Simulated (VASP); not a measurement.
# Si4PI (F-43m) in VASP: notebook

Si4PI is run at these levels: PBE; tasks: single point, relaxation of cell and atoms.

All numbers are computed with VASP 6.6.1; they aren't measurements. Logs are shortened: lines on timing, memory, paths and dates and some standing lists are left out, and cuts for length are marked.

### 1 The cell of the first run

Symmetry: F-43m, No. 216, cubic system. Conventional cell: a = 7.588 Å, b = 7.588 Å, c = 7.588 Å, α = 90.00°, β = 90.00°, γ = 90.00°. Within 3.5 Å of Si (site symmetry 3m) lie 6 Si at 2.67 to 2.69 Å and 3 P at 3.14 Å and 3 I at 3.15 Å. P (site symmetry -43m) has 12 Si at 3.14 Å and 4 I at 3.29 Å within 4.1 Å. Within 4.1 Å of I (site symmetry -43m) lie 12 Si at 3.15 Å and 4 P at 3.29 Å.

The cell was generated, and may not be a known phase.

### 2 Single point, PBE

INCAR reads:

```
SYSTEM = Si4PI
PREC = Accurate
ENCUT = 520
EDIFF = 1E-6
ISMEAR = 0
SIGMA = 0.1
LREAL = .False.
LASPH = .True.
NELM = 60
ALGO = Normal
ISIF = 2
LWAVE = .False.
LCHARG = .False.
GGA = PE
NBANDS = 23
```

KPOINTS reads:

```
Automatic mesh
0
Gamma
  4 4 4
  0 0 0
```

POSCAR reads:

```
Si4PI
1.0
    0.0000000000      3.7940278891      3.7940278891
    3.7940278891      0.0000000000      3.7940278891
    3.7940278891      3.7940278891      0.0000000000
Si P I
4 1 1
Direct
    0.8745944534      0.8745944534      0.8745944534
    0.8745944534      0.8745944534      0.3762166399
    0.8745944534      0.3762166399      0.8745944534
    0.3762166399      0.8745944534      0.8745944534
    0.5000000000      0.5000000000      0.5000000000
    0.2500000000      0.2500000000      0.2500000000
```

Potentials or basis: VASP PAW PBE potentials, release 64 (Si, P, I).

On the command line:

```
> cat potpaw_PBE.64/Si/POTCAR potpaw_PBE.64/P/POTCAR potpaw_PBE.64/I/POTCAR > POTCAR
> mpirun -np 1 vasp_std > vasp.out
```

OUTCAR:

```text
SYSTEM = Si4PI
   PREC = Accurate
   ENCUT = 520
   EDIFF = 1E-6
   ISMEAR = 0
   LREAL = .False.
   LASPH = .True.
   NELM = 60
   ISIF = 2
   GGA = PE

 ion  position               nearest neighbor table
   1  0.875  0.875  0.875-   2 2.67   3 2.67   4 2.67   4 2.69   3 2.69   2 2.69   6 3.15   6 3.15
                             6 3.15
   2  0.875  0.875  0.376-   1 2.67   3 2.67   4 2.67   3 2.69   4 2.69   1 2.69   6 3.15   6 3.15
                             6 3.15
   3  0.875  0.376  0.875-   1 2.67   2 2.67   4 2.67   4 2.69   2 2.69   1 2.69   6 3.15   6 3.15
                             6 3.15
   4  0.376  0.875  0.875-   1 2.67   2 2.67   3 2.67   3 2.69   2 2.69   1 2.69   6 3.15   6 3.15
                             6 3.15
   5  0.500  0.500  0.500-
   6  0.250  0.250  0.250-   2 3.15   3 3.15   4 3.15   1 3.15   1 3.15   1 3.15   3 3.15   3 3.15
                             4 3.15   2 3.15   2 3.15   4 3.15

  LATTYP: Found a face centered cubic cell.
 ALAT       =     7.5880557782

  Lattice vectors:

 A1 = (   0.0000000000,   3.7940278891,   3.7940278891)
 A2 = (   3.7940278891,   0.0000000000,   3.7940278891)
 A3 = (   3.7940278891,   3.7940278891,   0.0000000000)

Analysis of symmetry for initial positions (statically):
=====================================================================
 Subroutine PRICEL returns:
 Original cell was already a primitive cell.

 Routine SETGRP: Setting up the symmetry group for a
 face centered cubic supercell.

 Subroutine GETGRP returns: Found 24 space group operations
 (whereof 24 operations were pure point group operations)
 out of a pool of 48 trial point group operations.

The static configuration has the point symmetry T_d .

Analysis of symmetry for dynamics (positions and initial velocities):
=====================================================================
 Subroutine PRICEL returns:
 Original cell was already a primitive cell.

 Routine SETGRP: Setting up the symmetry group for a
 face centered cubic supercell.

 Subroutine GETGRP returns: Found 24 space group operations
 (whereof 24 operations were pure point group operations)
 out of a pool of 48 trial point group operations.

The dynamic configuration has the point symmetry T_d .

 Subroutine INISYM returns: Found 24 space group operations
 (whereof 24 operations are pure point group operations),
 and found     1 'primitive' translations

----------------------------------------------------------------------------------------

                                     Primitive cell

  volume of cell :     109.2274

  direct lattice vectors                    reciprocal lattice vectors
     0.000000000  3.794027889  3.794027889    -0.131786063  0.131786063  0.131786063
     3.794027889  0.000000000  3.794027889     0.131786063 -0.131786063  0.131786063
     3.794027889  3.794027889  0.000000000     0.131786063  0.131786063 -0.131786063

  length of vectors
     5.365565697  5.365565697  5.365565697     0.228260158  0.228260158  0.228260158

  position of ions in fractional coordinates (direct lattice)
     0.874594453  0.874594453  0.874594453
     0.874594453  0.874594453  0.376216640
     0.874594453  0.376216640  0.874594453
     0.376216640  0.874594453  0.874594453
     0.500000000  0.500000000  0.500000000
     0.250000000  0.250000000  0.250000000

  ion indices of the primitive-cell ions
   primitive index   ion index
                 1           1
                 2           2
                 3           3
                 4           4
                 5           5
                 6           6

----------------------------------------------------------------------------------------

 KPOINTS: Automatic mesh

Automatic generation of k-mesh.
 Grid dimensions read from file:
 generate k-points for:    4    4    4

 Generating k-lattice:

  Cartesian coordinates                     Fractional coordinates (reciprocal lattice)
    -0.032946516  0.032946516  0.032946516     0.250000000  0.000000000  0.000000000
     0.032946516 -0.032946516  0.032946516     0.000000000  0.250000000  0.000000000
     0.032946516  0.032946516 -0.032946516     0.000000000  0.000000000  0.250000000

  Length of vectors
     0.057065039  0.057065039  0.057065039

  Shift w.r.t. Gamma in fractional coordinates (k-lattice)
     0.000000000  0.000000000  0.000000000

 Subroutine IBZKPT returns following result:
 ===========================================

 Found      8 irreducible k-points:

 Following reciprocal coordinates:
            Coordinates               Weight
  0.000000  0.000000  0.000000      1.000000
  0.250000  0.000000  0.000000      8.000000
  0.500000  0.000000  0.000000      4.000000
  0.250000  0.250000  0.000000      6.000000
  0.500000  0.250000  0.000000     24.000000
 -0.250000  0.250000  0.000000     12.000000
  0.500000  0.500000  0.000000      3.000000
 -0.250000  0.500000  0.250000      6.000000
   k-points           NKPTS =      8   k-points in BZ     NKDIM =      8   number of bands    NBANDS=     23
   number of dos      NEDOS =    301   number of ions     NIONS =      6
   total plane-waves  NPLWV =  64000
   dimension x,y,z NGX =    40 NGY =   40 NGZ =   40
   dimension x,y,z NGXF=    80 NGYF=   80 NGZF=   80
   ions per type =               4   1   1
   NGX,Y,Z   is equivalent  to a cutoff of  12.39, 12.39, 12.39 a.u.
   NGXF,Y,Z  is equivalent  to a cutoff of  24.79, 24.79, 24.79 a.u.
 SYSTEM =  Si4PI
   PREC   = accura    normal or accurate (medium, high low for compatibility)
   ISTART =      0    job   : 0-new  1-cont  2-samecut
   ICHARG =      2    charge: 1-file 2-atom 10-const
   ISPIN  =      1    spin polarized calculation?
   LNONCOLLINEAR =      F non collinear calculations
   LSORBIT =      F    spin-orbit coupling
   LASPH  =      T    aspherical Exc in radial PAW
   ENCUT  =  520.0 eV  38.22 Ry    6.18 a.u.   9.98  9.98  9.98*2*pi/ulx,y,z
   NELM   =     60;   NELMIN=  2; NELMDL= -5     # of ELM steps
   EDIFF  = 0.1E-05   stopping-criterion for ELM
   LREAL  =      F    real-space projection
   EDIFFG = 0.1E-04   stopping-criterion for IOM
   NSW    =      0    number of steps for IOM
   IBRION =     -1    ionic relax: 0-MD 1-quasi-New 2-CG
   NFREE  =      0    steps in history (QN), initial steepest desc. (CG)
   ISIF   =      2    stress and relaxation
   ISYM   =      2    0-nonsym 1-usesym 2-fastsym
   POTIM  = 0.5000    time-step for ionic-motion
   TEBEG  =    0.0;   TEEND  =   0.0 temperature during run
   PSTRESS=    0.0 pullay stress
   NELECT =      28.0000    total number of electrons
   NUPDOWN=      -1.0000    fix difference up-down
   EMIN   =  10.00;   EMAX   =-10.00  energy-range for DOS
   EFERMI =   0.00;   METHOD = LEGACY
   ISMEAR =     0;   SIGMA  =   0.10  broadening in eV -4-tet -1-fermi 0-gaus
   EFERMI_NEDOS =   21; number of points for ismear=-14 and -15
   IALGO  =     38    algorithm
   IMIX   =      4    mixing-type and parameters
     AMIX     =   0.40;   BMIX     =  1.00
     AMIX_MAG =   1.60;   BMIX_MAG =  1.00
  volume/ion in A,a.u.               =      18.20       122.85
  Fermi-wavevector in a.u.,A,eV,Ry     =   1.039961  1.965241 14.714953  1.081519
  Thomas-Fermi vector in A             =   2.174515
   LORBIT       =      0    0 simple, 1 ext, 2 COOP (PROOUT), +10 PAW based schemes
   GGA     = PE    functional components
   LHFCALC =     F    Hartree Fock is set to
   AEXX    =    0.0000 exact exchange contribution
   IVDW    =     0    specifies the selected vdW correction
   LEPSILON=     F    determine dielectric tensor
   LRPA    =     F    only Hartree local field effects (RPA)
 non-spin polarized calculation
 Gauss-broadening in eV      SIGMA  =   0.10
  energy-cutoff  :      520.00
  volume of cell :      109.23
 maximum number of plane-waves:      2954
   NGX = 19   NGY = 19   NGZ = 19

 number of electron      28.0000000 magnetization

 Free energy of the ion-electron system (eV)
  ---------------------------------------------------
  ext. energy  EPLUGINS =         0.00000000
  ---------------------------------------------------
  free energy    TOTEN  =       -23.28635929 eV

  energy without entropy =      -23.24324878  energy(sigma->0) =      -23.26480403

 E-fermi :   8.3581     XC(G=0): -10.6475

 val. band max:        8.3405978063   @ k =   0.2500   0.2500   0.0000
 cond. band min:       8.4217203885   @ k =   0.2500   0.0000   0.0000
 fundamental gap:      0.0811225821
 Fermi energy:         8.3580623851

 k-point     1 :       0.0000    0.0000    0.0000
  band No.  band energies     occupation
      1      -6.5189      2.00000
      2      -2.3143      2.00000
      3       0.0298      2.00000
      4       2.5592      2.00000
      5       2.6433      2.00000
      6       2.6433      2.00000
[... 15 lines left out ...]
     22      14.8722      0.00000
     23      16.1762      0.00000

 k-point     2 :       0.2500    0.0000    0.0000
  band No.  band energies     occupation
      1      -6.2429      2.00000
      2      -2.6647      2.00000
      3      -0.6914      2.00000
      4       1.0033      2.00000
      5       2.1755      2.00000
      6       2.1755      2.00000
[... 15 lines left out ...]
     22      15.0343      0.00000
     23      15.6365      0.00000

 k-point     3 :       0.5000    0.0000    0.0000
  band No.  band energies     occupation
      1      -5.8711      2.00000
      2      -3.1672      2.00000
      3      -1.3025      2.00000
      4       0.5046      2.00000
      5       2.0905      2.00000
      6       2.0905      2.00000
[... 15 lines left out ...]
     22      13.7091      0.00000
     23      15.1144      0.00000
[... 79 lines left out ...]
 k-point     7 :       0.5000    0.5000    0.0000
  band No.  band energies     occupation
      1      -5.6978      2.00000
      2      -2.6304      2.00000
      3      -1.5496      2.00000
      4      -0.9365      2.00000
      5       0.5999      2.00000
      6       0.5999      2.00000
[... 15 lines left out ...]
     22      11.3846      0.00000
     23      15.9425      0.00000

 k-point     8 :      -0.2500    0.5000    0.2500
  band No.  band energies     occupation
      1      -5.6775      2.00000
      2      -2.1527      2.00000
      3      -1.9764      2.00000
      4      -1.8977      2.00000
      5       2.1294      2.00000
      6       2.1614      2.00000
[... 15 lines left out ...]
     22      12.7705      0.00000
     23      12.9277      0.00000

------------------------ aborting loop because EDIFF is reached ----------------------------------------

  FORCE on cell =-STRESS in cart. coord.  units (eV):
  Direction    XX          YY          ZZ          XY          YZ          ZX
  --------------------------------------------------------------------------------------
  -------------------------------------------------------------------------------------
  Total       -0.0542139     -0.0542139     -0.0542139      0.0000000      0.0000000      0.0000000
  in kB       -0.7952245     -0.7952245     -0.7952245      0.0000000      0.0000000      0.0000000
  external PRESSURE =      -0.7952245 kB  Pullay stress =       0.0000000 kB

 VOLUME and BASIS-vectors are now :
 -----------------------------------------------------------------------------
  energy-cutoff  :      520.00
  volume of cell :      109.23
      direct lattice vectors                 reciprocal lattice vectors
     0.000000000  3.794027889  3.794027889    -0.131786063  0.131786063  0.131786063
     3.794027889  0.000000000  3.794027889     0.131786063 -0.131786063  0.131786063
     3.794027889  3.794027889  0.000000000     0.131786063  0.131786063 -0.131786063

 POSITION                                       TOTAL-FORCE (eV/Angst)
 -----------------------------------------------------------------------------------
      6.63647      6.63647      6.63647        -0.015750     -0.015750     -0.015750
      4.74561      4.74561      6.63647         0.015750      0.015750     -0.015750
      4.74561      6.63647      4.74561         0.015750     -0.015750      0.015750
      6.63647      4.74561      4.74561        -0.015750      0.015750      0.015750
      3.79403      3.79403      3.79403        -0.000000     -0.000000     -0.000000
      1.89701      1.89701      1.89701        -0.000000     -0.000000     -0.000000
 -----------------------------------------------------------------------------------
    total drift:                               -0.000000     -0.000000     -0.000000

  FREE ENERGIE OF THE ION-ELECTRON SYSTEM (eV)
  ---------------------------------------------------
  free  energy   TOTEN  =       -23.2863592855 eV

  energy  without entropy=      -23.2432487767  energy(sigma->0) =      -23.26480403
```

It took 25 s on 1 thread of Intel Xeon Platinum 8275CL at 3.00GHz (Skylake/Cascade Lake), shared host; peak memory 0.24 GiB.

What came out:

| Quantity | Value |
| --- | --- |
| Free energy | -23.2864 eV |
| Pressure | -0.1 GPa |
| Largest force | 0.027 eV/Å |
| Band gap on the k mesh | zero (bands 14 and 15 overlap by 2.22 eV) |

Forces on the atoms (eV/Å):
```
Si  -0.016 -0.016 -0.016
Si   0.016  0.016 -0.016
Si   0.016 -0.016  0.016
Si  -0.016  0.016  0.016
P    0.000  0.000  0.000
I    0.000  0.000  0.000
```

Levels at points of the mesh, in eV from the Fermi level:
| k point | band 11 | band 12 | band 13 | band 14 | band 15 | band 16 | band 17 | band 18 |
| --- | --- | --- | --- | --- | --- | --- | --- | --- |
| (0.00, 0.00, 0.00) | -3.34 | -3.34 | -3.34 | -1.93 | -1.93 | 2.47 | 2.47 | 2.47 |
| (0.50, 0.00, 0.00) | -1.58 | -1.58 | -0.63 | -0.63 | 0.48 | 1.82 | 2.42 | 2.42 |
| (0.50, 0.50, 0.00) | -0.74 | -0.74 | -0.64 | 0.29 | 0.39 | 0.48 | 0.89 | 0.89 |

Caveat: spin-orbit coupling is left out, which moves the levels of the heavy elements.

(Continued in part 2 of 2.)

The gap in the log of VASP goes by the Fermi energy; the results here count the filled bands.